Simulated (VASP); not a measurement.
Runs of VASP 6.6.1 on SrO. The structure is that of space group Fm-3m (No. 225), or close to it. The cells are those of the table. 

```tsv
task	cell	gap on the mesh (eV)	pressure (GPa)
electric field gradients	a = 3.622 Å, angles 60.0°, 2 atoms	3.15	0.6
electric field gradients	a = 3.653 Å, angles 59.3°, 2 atoms	3.14	-0.3
electric field gradients	a = 3.634 Å, angles 60.0°, 2 atoms	3.15	-0.3
electric field gradients	a = 3.682 Å, angles 60.0°, 2 atoms	3.18	-3.6
electric field gradients	a = 3.598, b = 3.598, c = 3.562 Å, angles 60.3, 60.3, 59.3°, 2 atoms	3.07	3.9
single point	a = 3.560 Å, angles 60.0°, 2 atoms	3.10	(b)
electric field gradients	a = 3.671 Å, angles 58.7°, 2 atoms	(c)	-0.3
electric field gradients	a = 3.585 Å, angles 60.0°, 2 atoms	3.12	(a)
```

Alike in all rows: level PBEsol; potentials or basis VASP PAW PBE potentials, release 64 (Sr_sv, O); no spin polarisation; k mesh 8 × 8 × 8; cutoff (eV) 520; smearing fermi-dirac 0.03 eV.

Question: Estimate the missing entries.

Answer: (a) 3.8; (b) 6.3; (c) 3.13.

Caveats: the PAW data sets were made with another functional, which shifts forces and pressure a little.

A k mesh can miss the band edges, and the runs leave out spin-orbit coupling on Sr.
